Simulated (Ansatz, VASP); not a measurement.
**Two plane-wave programs on Mg2NCl**

```
Mg N Cl
1.0
     1.61915    0.93482    5.70283
    -1.61915    0.93482    5.70283
     0.00000   -1.86963    5.70283
Mg N Cl
2 1 1
Cartesian
  0.0000 0.0000 3.8120
  0.0000 0.0000 13.2965
  0.0000 0.0000 8.5542
  0.0000 0.0000 0.0000
```

Change from the starting cell: strain -0.025 along x and y, -0.050 along z, atoms carried along.

Alike in both runs: task single point; functional LDA; k mesh 9 × 9 × 9; occupations gaussian, width 0.05 eV; no spin polarisation.

|  | VASP | Ansatz |
| --- | --- | --- |
| version | VASP 6.6.1 | Ansatz 0.2.0 |
| potentials or method | VASP PAW LDA potentials, release 64 (Mg, N, Cl), cutoff 520 eV | scalar-relativistic, plane waves, PAW |
| valence electrons in the cell | 16 | 32 |

```csv
,VASP,Ansatz,Ansatz less VASP
gap on the k mesh at the Fermi level (eV),3.03,3.05,+0.018
least direct gap on the mesh (eV),3.03,3.05,+0.018
pressure (GPa),2.6,3.3,+0.75
"traceless stress, the component that is largest in VASP (GPa)",2.29,2.34,+0.049
rms of the force components (eV/Å),0.144,0.158,+0.0134
```

LDA's correlation is that of Perdew and Zunger in VASP and of Perdew and Wang (1992) in Ansatz. Atom by atom the forces differ by 0.013 eV/Å (rms over components). VASP's potentials hold 16 valence electrons a cell and Ansatz's 32, so a difference there can come from the potentials and not from the codes.
